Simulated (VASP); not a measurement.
# Sb in VASP: a series of runs

The runs below take Sb through single point, with PBE+D3(BJ).

Program: VASP 6.6.1. These are calculated values, not measurements. Logs are shortened: lines on timing, memory, paths and dates and some standing lists are left out, and cuts for length are marked.

## (1) The cell of the first run

The cell holds a slab with vacuum, 4 atoms: a = 4.069 Å, b = 4.069 Å, c = 20.800 Å, α = 90.00°, β = 90.00°, γ = 120.00°.

## (2) Single point, PBE+D3(BJ) (layers slid over each other, then relaxed in part)

The input, INCAR:

```
PREC = Accurate
ENCUT = 400
EDIFF = 1E-6
ISMEAR = 0
SIGMA = 0.05
LREAL = F
LASPH = T
NELM = 120
ALGO = Normal
ISIF = 2
LWAVE = F
LCHARG = F
LDIPOL = T
IDIPOL = 3
DIPOL = 0.5 0.5 0.369
GGA = PE
IVDW = 12
NBANDS = 38
GGA_COMPAT = F
NELMDL = -8
```

The input, KPOINTS:

```
regular mesh
0
Gamma
  9 9 1
```

The input, POSCAR:

```
Sb
1.0
    4.0686848921      0.0000000000      0.0000000000
   -2.0343424461      3.5235844766      0.0000000000
    0.0000000000      0.0000000000     20.8000277116
Sb
4
Direct
    0.3333333333      0.6666666667      0.2958374741
    0.6666666667      0.3333333333      0.2163458656
    0.2222222222      1.6666666667      0.5216143751
    0.5555555556      1.3333333333      0.4421220104
```

Potentials or basis: VASP PAW PBE potentials, release 64 (Sb_d_GW).

Started as:

```sh
$ cat potpaw_PBE.64/Sb_d_GW/POTCAR > POTCAR
$ mpirun -np 1 vasp_std > vasp.out
```

OUTCAR:

```text
PREC = Accurate
   ENCUT = 400
   EDIFF = 1E-6
   ISMEAR = 0
   LREAL = F
   LASPH = T
   NELM = 120
   ISIF = 2
   GGA = PE
   IVDW = 12
   NELMDL = -8
 IVDW          = 12

 ion  position               nearest neighbor table
   1  0.333  0.667  0.296-   2 2.87   2 2.87   2 2.87
   2  0.667  0.333  0.216-   1 2.87   1 2.87   1 2.87
   3  0.222  0.667  0.522-   4 2.87   4 2.87   4 2.87
   4  0.556  0.333  0.442-   3 2.87   3 2.87   3 2.87

  LATTYP: Found a hexagonal cell.
 ALAT       =     4.0686848921
 C/A-ratio  =     5.1122237930

  Lattice vectors:

 A1 = (   4.0686848921,   0.0000000000,   0.0000000000)
 A2 = (  -2.0343424461,   3.5235844766,   0.0000000000)
 A3 = (   0.0000000000,   0.0000000000,  20.8000277116)

Analysis of symmetry for initial positions (statically):
=====================================================================
 Subroutine PRICEL returns:
 Original cell was already a primitive cell.

 Routine SETGRP: Setting up the symmetry group for a
 hexagonal supercell.

 Subroutine GETGRP returns: Found  2 space group operations
 (whereof  1 operations were pure point group operations)
 out of a pool of 24 trial point group operations.

The static configuration has the point symmetry C_1 .
 The point group associated with its full space group is S_2 .

Analysis of symmetry for dynamics (positions and initial velocities):
=====================================================================
 Subroutine PRICEL returns:
 Original cell was already a primitive cell.

 Routine SETGRP: Setting up the symmetry group for a
 hexagonal supercell.

 Subroutine GETGRP returns: Found  2 space group operations
 (whereof  1 operations were pure point group operations)
 out of a pool of 24 trial point group operations.

The dynamic configuration has the point symmetry C_1 .
 The point group associated with its full space group is S_2 .

 Subroutine INISYM returns: Found  2 space group operations
 (whereof  1 operations are pure point group operations),
 and found     1 'primitive' translations

----------------------------------------------------------------------------------------

                                     Primitive cell

  volume of cell :     298.1966

  direct lattice vectors                    reciprocal lattice vectors
     4.068684892  0.000000000  0.000000000     0.245779663  0.141900954  0.000000000
    -2.034342446  3.523584477  0.000000000     0.000000000  0.283801909  0.000000000
     0.000000000  0.000000000 20.800027712     0.000000000  0.000000000  0.048076859

  length of vectors
     4.068684892  4.068684892 20.800027712     0.283801909  0.283801909  0.048076859

  position of ions in fractional coordinates (direct lattice)
     0.333333333  0.666666667  0.295837474
     0.666666667  0.333333333  0.216345866
     0.222222222  0.666666667  0.521614375
     0.555555556  0.333333333  0.442122010

  ion indices of the primitive-cell ions
   primitive index   ion index
                 1           1
                 2           2
                 3           3
                 4           4

----------------------------------------------------------------------------------------

 KPOINTS: regular mesh

Automatic generation of k-mesh.
 Grid dimensions read from file:
 generate k-points for:    9    9    1

 Generating k-lattice:

  Cartesian coordinates                     Fractional coordinates (reciprocal lattice)
     0.027308851  0.015766773  0.000000000     0.111111111 -0.000000000  0.000000000
     0.000000000  0.031533545  0.000000000     0.000000000  0.111111111  0.000000000
     0.000000000  0.000000000  0.048076859     0.000000000  0.000000000  1.000000000

  Length of vectors
     0.031533545  0.031533545  0.048076859

  Shift w.r.t. Gamma in fractional coordinates (k-lattice)
     0.000000000  0.000000000  0.000000000

 Subroutine IBZKPT returns following result:
 ===========================================

 Found     41 irreducible k-points:

 Following reciprocal coordinates:
            Coordinates               Weight
  0.000000  0.000000  0.000000      1.000000
  0.111111 -0.000000  0.000000      2.000000
  0.000000  0.111111  0.000000      2.000000
 -0.111111  0.111111  0.000000      2.000000
  0.222222 -0.000000  0.000000      2.000000
  0.000000  0.222222  0.000000      2.000000
[... 16 lines left out ...]
  0.333333  0.111111  0.000000      2.000000
 -0.111111  0.444444  0.000000      2.000000
 [... further k-points ...]
   k-points           NKPTS =     41   k-points in BZ     NKDIM =     41   number of bands    NBANDS=     38
   number of dos      NEDOS =    301   number of ions     NIONS =      4
   total plane-waves  NPLWV = 109760
   dimension x,y,z NGX =    28 NGY =   28 NGZ =  140
   dimension x,y,z NGXF=    56 NGYF=   56 NGZF=  280
   ions per type =               4
   NGX,Y,Z   is equivalent  to a cutoff of  11.44, 11.44, 11.19 a.u.
   NGXF,Y,Z  is equivalent  to a cutoff of  22.88, 22.88, 22.38 a.u.
 SYSTEM =  unknown system
   PREC   = accura    normal or accurate (medium, high low for compatibility)
   ISTART =      0    job   : 0-new  1-cont  2-samecut
   ICHARG =      2    charge: 1-file 2-atom 10-const
   ISPIN  =      1    spin polarized calculation?
   LNONCOLLINEAR =      F non collinear calculations
   LSORBIT =      F    spin-orbit coupling
   LASPH  =      T    aspherical Exc in radial PAW
   ENCUT  =  400.0 eV  29.40 Ry    5.42 a.u.   6.63  6.63 33.92*2*pi/ulx,y,z
   NELM   =    120;   NELMIN=  2; NELMDL= -8     # of ELM steps
   EDIFF  = 0.1E-05   stopping-criterion for ELM
   LREAL  =      F    real-space projection
   EDIFFG = 0.1E-04   stopping-criterion for IOM
   NSW    =      0    number of steps for IOM
   IBRION =     -1    ionic relax: 0-MD 1-quasi-New 2-CG
   NFREE  =      0    steps in history (QN), initial steepest desc. (CG)
   ISIF   =      2    stress and relaxation
   ISYM   =      2    0-nonsym 1-usesym 2-fastsym
   POTIM  = 0.5000    time-step for ionic-motion
   TEBEG  =    0.0;   TEEND  =   0.0 temperature during run
   PSTRESS=    0.0 pullay stress
   NELECT =      60.0000    total number of electrons
   NUPDOWN=      -1.0000    fix difference up-down
   EMIN   =  10.00;   EMAX   =-10.00  energy-range for DOS
   EFERMI =   0.00;   METHOD = LEGACY
   ISMEAR =     0;   SIGMA  =   0.05  broadening in eV -4-tet -1-fermi 0-gaus
   EFERMI_NEDOS =   21; number of points for ismear=-14 and -15
   IALGO  =     38    algorithm
   IMIX   =      4    mixing-type and parameters
     AMIX     =   0.40;   BMIX     =  1.00
     AMIX_MAG =   1.60;   BMIX_MAG =  1.00
  volume/ion in A,a.u.               =      74.55       503.08
  Fermi-wavevector in a.u.,A,eV,Ry     =   0.959307  1.812828 12.521037  0.920270
  Thomas-Fermi vector in A             =   2.088492
   LORBIT       =      0    0 simple, 1 ext, 2 COOP (PROOUT), +10 PAW based schemes
   GGA     = PE    functional components
   LHFCALC =     F    Hartree Fock is set to
   AEXX    =    0.0000 exact exchange contribution
   IVDW    =    12    specifies the selected vdW correction
   LEPSILON=     F    determine dielectric tensor
   LRPA    =     F    only Hartree local field effects (RPA)
 non-spin polarized calculation
 Gauss-broadening in eV      SIGMA  =   0.05
  energy-cutoff  :      400.00
  volume of cell :      298.20
 maximum number of plane-waves:      5503
   NGX = 13   NGY = 13   NGZ = 67

 dipolmoment           0.000000      0.000000     -0.000000 electrons x Angstroem

 number of electron      59.9999979 magnetization

 dipolmoment           0.000000      0.000000      0.000100 electrons x Angstroem

 Free energy of the ion-electron system (eV)
  ---------------------------------------------------
  ext. energy  EPLUGINS =         0.00000000
  ---------------------------------------------------
  free energy    TOTEN  =       -16.27690000 eV

  energy without entropy =      -16.27689991  energy(sigma->0) =      -16.27689995

 E-fermi :  -0.3581     XC(G=0):  -4.7879

 val. band max:       -0.5165490137   @ k =   0.0000   0.1111   0.0000
 cond. band min:      -0.2028967414   @ k =   0.3333   0.3333   0.0000
 fundamental gap:      0.3136522723
 Fermi energy:        -0.3580783444

 k-point     1 :       0.0000    0.0000    0.0000
  band No.  band energies     occupation
      1     -29.5718      2.00000
      2     -29.5694      2.00000
      3     -29.5691      2.00000
      4     -29.5673      2.00000
      5     -29.4981      2.00000
      6     -29.4937      2.00000
[... 30 lines left out ...]
     37       3.3503      0.00000
     38       3.5288      0.00000

 k-point     2 :       0.1111   -0.0000    0.0000
  band No.  band energies     occupation
      1     -29.5684      2.00000
      2     -29.5672      2.00000
      3     -29.5643      2.00000
      4     -29.5628      2.00000
      5     -29.4951      2.00000
      6     -29.4922      2.00000
[... 30 lines left out ...]
     37       3.5132      0.00000
     38       3.6962      0.00000

 k-point     3 :       0.0000    0.1111    0.0000
  band No.  band energies     occupation
      1     -29.5694      2.00000
      2     -29.5681      2.00000
      3     -29.5631      2.00000
      4     -29.5622      2.00000
      5     -29.4959      2.00000
      6     -29.4923      2.00000
[... 30 lines left out ...]
     37       3.5132      0.00000
     38       3.7009      0.00000

 k-point     4 :      -0.1111    0.1111    0.0000
  band No.  band energies     occupation
      1     -29.5707      2.00000
      2     -29.5684      2.00000
      3     -29.5626      2.00000
      4     -29.5609      2.00000
      5     -29.4976      2.00000
      6     -29.4929      2.00000
[... 30 lines left out ...]
     37       3.5166      0.00000
     38       3.6976      0.00000
[... 703 lines left out ...]
      4     -29.5281      2.00000
      5     -29.4889      2.00000
      6     -29.4880      2.00000
[... 30 lines left out ...]
     37       4.2175      0.00000
     38       4.3528      0.00000

 k-point    23 :       0.3333    0.1111    0.0000
  band No.  band energies     occupation
      1     -29.5622      2.00000
      2     -29.5597      2.00000
      3     -29.5083      2.00000
      4     -29.5063      2.00000
      5     -29.4815      2.00000
      6     -29.4790      2.00000
[... 30 lines left out ...]
     37       4.0594      0.00000
     38       4.9939      0.00000

 k-point    24 :      -0.1111    0.4444    0.0000
  band No.  band energies     occupation
      1     -29.5627      2.00000
      2     -29.5613      2.00000
      3     -29.5069      2.00000
      4     -29.5056      2.00000
      5     -29.4833      2.00000
      6     -29.4804      2.00000
[... 30 lines left out ...]
     37       4.2224      0.00000
     38       4.9901      0.00000

 [... further k-points ...]

------------------------ aborting loop because EDIFF is reached ----------------------------------------

 vacuum level on the upper side and lower side of the slab       (xc-potential included)        -0.163        -0.164

 Edisp (eV)   -1.28683

 E8    (eV) :    -0.6198

  FORCE on cell =-STRESS in cart. coord.  units (eV):
  Direction    XX          YY          ZZ          XY          YZ          ZX
  --------------------------------------------------------------------------------------
  -------------------------------------------------------------------------------------
  Total      -0.01409     0.09817    -0.26107    -0.01845    -0.14929     0.36346
  in kB      -0.07569     0.52744    -1.40268    -0.09915    -0.80211     1.95282
  external pressure =       -0.32 kB  Pullay stress =        0.00 kB

 VOLUME and BASIS-vectors are now :
 -----------------------------------------------------------------------------
  energy-cutoff  :      400.00
  volume of cell :      298.20
      direct lattice vectors                 reciprocal lattice vectors
     4.068684892  0.000000000  0.000000000     0.245779663  0.141900954  0.000000000
    -2.034342446  3.523584477  0.000000000     0.000000000  0.283801909  0.000000000
     0.000000000  0.000000000 20.800027712     0.000000000  0.000000000  0.048076859

 POSITION                                       TOTAL-FORCE (eV/Angst)
 -----------------------------------------------------------------------------------
     -0.00000      2.34906      6.15343        -0.048342      0.020595     -0.000190
      2.03434      1.17453      4.50000        -0.033275      0.013915     -0.004841
     -0.45208      2.34906     10.84959         0.033275     -0.013915      0.004841
      1.58227      1.17453      9.19615         0.048342     -0.020595      0.000190
 -----------------------------------------------------------------------------------
    total drift:                               -0.000185      0.000006      0.013767

  FREE ENERGIE OF THE ION-ELECTRON SYSTEM (eV)
  ---------------------------------------------------
  free  energy   TOTEN  =       -17.5637262946 eV

  energy  without entropy=      -17.5637262017  energy(sigma->0) =      -17.56372625

 vacuum level on the upper side and lower side of the slab         3.708         3.707
```

It took 6.3 min on 1 thread of AMD EPYC 9R45 (Zen 5), shared host; peak memory 0.45 GiB.

Results:

```yaml
Free_energy: -17.5637 eV
Largest_force: 0.053 eV/Å
Dispersion_energy_per_atom: -0.322 eV
```

Forces on the atoms (eV/Å):
```
Sb  -0.048  0.021  0.000
Sb  -0.033  0.014 -0.005
Sb   0.033 -0.014  0.005
Sb   0.048 -0.021  0.000
```

Caveat: the cell differs from its parent crystal (layers slid over each other, then relaxed in part); spin-orbit coupling is left out, which moves the levels of the heavy elements.

## (3) Single point, PBE+D3(BJ) (layers slid over each other, then relaxed in part)

The input, INCAR:

```
PREC     = Accurate       # precision mode
ENCUT    = 400            # plane-wave cutoff, eV
EDIFF    = 1E-6           # SCF threshold, eV
ISMEAR   = 0              # smearing method
SIGMA    = 0.05           # smearing width, eV
LREAL    = False          # projectors in reciprocal space
LASPH    = True           # aspherical terms in the spheres
NELM     = 120            # most SCF steps
ALGO     = Normal         # electronic algorithm
ISIF     = 2              # what is computed and relaxed
LWAVE    = False          # write WAVECAR
LCHARG   = True           # write CHGCAR
LDIPOL   = True         
IDIPOL   = 3            
DIPOL    = 0.5 0.5 0.360
GGA      = PE             # functional
IVDW     = 12             # dispersion correction
LELF     = True           # ELF
LVHAR    = True         
LVACPOTAV= True         
NBANDS   = 38             # bands
GGA_COMPAT= False        
NELMDL   = -8
```

The input, KPOINTS:

```
Automatic mesh
0
Gamma
  9 9 1
```

The input, POSCAR:

```
Sb
1.0
    4.0686848921      0.0000000000      0.0000000000
   -2.0343424461      3.5235844766      0.0000000000
    0.0000000000      0.0000000000     20.8000277116
Sb
4
Direct
    0.3333333333      0.6666666667      0.2951833672
    0.6666666667      0.3333333333      0.2163458656
    0.6666666667      1.2222222222      0.5041007260
    1.0000000000      0.8888888889      0.4252556916
```

Potentials or basis: VASP PAW PBE potentials, release 64 (Sb_d_GW).

Started as:

```sh
$ cat potpaw_PBE.64/Sb_d_GW/POTCAR > POTCAR
$ mpirun -np 1 vasp_std > vasp.out
```

Run time: 7.7 min. Hardware: 1 thread of Intel Xeon Platinum 8488C (Sapphire Rapids), shared host; peak memory 0.48 GiB.

The run converged. Its results:

```
Free energy                : -17.5719 eV
Largest force              : 0.119 eV/Å
Dispersion energy per atom : -0.338 eV
```

Forces in eV/Å, atoms in the order of the input:
```
Sb   0.096 -0.071 -0.003
Sb   0.063 -0.058 -0.007
Sb  -0.063  0.058  0.007
Sb  -0.096  0.071  0.003
```

Levels at points of the mesh, in eV from the Fermi level:
| k point | band 27 | band 28 | band 29 | band 30 | band 31 | band 32 | band 33 | band 34 |
| --- | --- | --- | --- | --- | --- | --- | --- | --- |
| (0.00, 0.00, 0.00) | -0.86 | -0.80 | -0.68 | -0.31 | 0.78 | 1.57 | 1.76 | 1.92 |

Caveat: the cell differs from its parent crystal (layers slid over each other, then relaxed in part); spin-orbit coupling is left out, which moves the levels of the heavy elements.

## (4) Single point, PBE+D3(BJ) (layers slid over each other, then relaxed in part)

The input, INCAR:

```
SYSTEM = Sb
PREC     = Accurate       ! precision mode
ENCUT    = 400            ! plane-wave cutoff, eV
EDIFF    = 1E-6           ! SCF threshold, eV
ISMEAR   = 0              ! smearing method
SIGMA    = 0.05           ! smearing width, eV
LREAL    = .False.        ! projectors in reciprocal space
LASPH    = .True.         ! aspherical terms in the spheres
NELM     = 120            ! most SCF steps
ALGO     = Normal         ! electronic algorithm
ISIF     = 2              ! what is computed and relaxed
LWAVE    = .False.        ! write WAVECAR
LCHARG   = .False.        ! write CHGCAR
LDIPOL   = .True.       
IDIPOL   = 3            
DIPOL    = 0.5 0.5 0.390
GGA      = PE             ! functional
IVDW     = 12             ! dispersion correction
NBANDS   = 38             ! bands
GGA_COMPAT= .False.      
NELMDL   = -8
```

The input, KPOINTS:

```
regular mesh
0
Gamma
  9 9 1
  0 0 0
```

The input, POSCAR:

```
Sb
1.0
    4.0686848921      0.0000000000      0.0000000000
   -2.0343424461      3.5235844766      0.0000000000
    0.0000000000      0.0000000000     20.8000277116
Sb
4
Direct
    0.3333333333      0.6666666667      0.2957537639
    0.6666666667      0.3333333333      0.2163458656
    0.0000000000      1.8888888889      0.5631528010
    0.3333333333      1.5555555556      0.4837393848
```

Started as:

```sh
$ cat potpaw_PBE.64/Sb_d_GW/POTCAR > POTCAR
$ mpirun -np 1 vasp_std > vasp.out
```

Run time: 5.3 min. Hardware: 1 thread of Intel Xeon 6975P-C (Granite Rapids), shared host; peak memory 0.48 GiB.

The run converged. Its results:

- Free energy: -17.4168 eV
- Largest force: 0.016 eV/Å
- Band gap on the k mesh: 0.87 eV (least direct gap 1.40 eV)
- Dispersion energy per atom: -0.288 eV

Forces in eV/Å, atoms in the order of the input:
```
Sb  -0.009  0.013 -0.005
Sb  -0.006  0.010  0.003
Sb   0.006 -0.010 -0.003
Sb   0.009 -0.013  0.005
```

Levels at points of the mesh, in eV from the valence-band top:
```
           k point  band 28  band 29  band 30  band 31  band 32  band 33
(0.00, 0.00, 0.00)    -0.05    -0.01     0.00     1.51     1.98     2.68
```

Caveat: the cell differs from its parent crystal (layers slid over each other, then relaxed in part); spin-orbit coupling is left out, which moves the levels of the heavy elements.

## (5) The runs side by side

```csv
cell,largest force (eV/Å)
"as given, atomic positions A",0.05
"as given, atomic positions B",0.12
"as given, atomic positions C",0.02
```

Alike in all rows: task single point; level PBE+D3(BJ); potentials or basis VASP PAW PBE potentials, release 64 (Sb_d_GW); no spin polarisation; k mesh 9 × 9 × 1; cutoff (eV) 400; smearing gaussian 0.05 eV.

Caveats: spin-orbit coupling is left out, which moves the levels of the heavy elements.

Absolute energies hang on the potentials; compare differences alone.
